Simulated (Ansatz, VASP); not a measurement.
Two plane-wave programs on KBr

```
K Br
1.0
    -0.02429    3.33338    3.33407
     3.34199   -0.00614    3.31593
     3.32143    3.29468    0.01441
K Br
1 1
Direct
  0.97056 0.01557 0.96798
  0.50282 0.46754 0.51295
```

Alike in both runs: task single point; functional PBE; k mesh 4 × 4 × 4; no spin polarisation.

```csv
,VASP,Ansatz
version,VASP 6.6.1,Ansatz 0.2.0
potentials or method,"VASP PAW PBE potentials, release 64 (K_sv, Br), cutoff 520 eV","plane waves, PAW"
occupations,"methfessel-paxton of order 1, width 0.01 eV","cold, width 0.01 eV"
valence electrons in the cell,16,16
```

```csv
,VASP,Ansatz,Ansatz less VASP
pressure (GPa),0.8,0.7,-0.04
"traceless stress, the component that is largest in VASP (GPa)",0.94,0.93,-0.014
rms of the force components (eV/Å),0.209,0.206,-0.0032
```

Atom by atom the forces differ by 0.003 eV/Å (rms over components). Ansatz's warnings: stress scf threshold loose.
